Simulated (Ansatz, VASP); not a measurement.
Two plane-wave programs on GaSb3

```
Ga Sb
1.0
     4.69609    0.00000    0.00000
     0.00000    4.69609    0.00000
     0.00000    0.00000    4.69609
Ga Sb
1 3
Direct
  0.00000 0.00000 0.00000
  0.00000 0.50000 0.50000
  0.50000 0.00000 0.50000
  0.50000 0.50000 0.00000
```

Alike in both runs: functional r2SCAN; k mesh 10 × 10 × 10; occupations gaussian, width 0.1 eV; no spin polarisation.

Ansatz relaxed the structure, and its values are those at the end. VASP's run is a single point on that final structure, the one shown.

|  | VASP | Ansatz |
| --- | --- | --- |
| version | VASP 6.6.1 | Ansatz 0.2.0 |
| potentials or method | VASP PAW PBE potentials, release 64 (Ga_d, Sb), cutoff 520 eV | scalar-relativistic, plane waves, PAW |
| valence electrons in the cell | 28 | 58 |

```tsv
	VASP	Ansatz	Ansatz less VASP
gap on the k mesh at the Fermi level (eV)	none	none	-
pressure (GPa)	0.0	0.0	+0.03
```

VASP's potentials were made for PBE, not for r2SCAN. A gap of «none» marks a metal or a gap that the smearing closes. VASP's potentials hold 28 valence electrons a cell and Ansatz's 58, so a difference there can come from the potentials and not from the codes.

Spin-orbit coupling is off throughout.
